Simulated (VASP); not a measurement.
Input of a VASP 6.6.1 run:

INCAR

```
  ALGO = Normal
  EDIFF = 1E-6
  ENCUT = 520
  GGA = PE
  ISIF = 2
  ISMEAR = 0
  LASPH = True
  LCHARG = False
  LREAL = False
  LWAVE = False
  NBANDS = 35
  NELM = 60
  PREC = Accurate
  SIGMA = 0.1
```

The input KPOINTS:

```
k-points
0
Gamma
  4 4 4
```

POSCAR

```
Zn4S
1.0
   -2.8717938700      2.8717938700      2.8717938700
    2.8717938700     -2.8717938700      2.8717938700
    2.8717938700      2.8717938700     -2.8717938700
Zn S
4 1
Direct
    0.5000000000      0.5000000000      0.5000000000
    0.0000000000      0.0000000000      0.5000000000
    0.0000000000      0.5000000000      0.0000000000
    0.5000000000      0.0000000000      0.0000000000
    0.0000000000      0.0000000000      0.0000000000
```

Potentials or basis: VASP PAW PBE potentials, release 64 (Zn, S).

Launch:

```bash
$ cat potpaw_PBE.64/Zn/POTCAR potpaw_PBE.64/S/POTCAR > POTCAR
$ mpirun -np 1 vasp_std > vasp.out
```

(1) What does it give for the band gap on the k mesh?

(2) What does it give for the pressure?

Results:

(1) zero (bands 27 and 28 overlap by 2.42 eV).

(2) 1.4 GPa.

Caveat: the k points lie up to 0.39 Å⁻¹ apart, too coarse for converged energies and pressures of a metal.
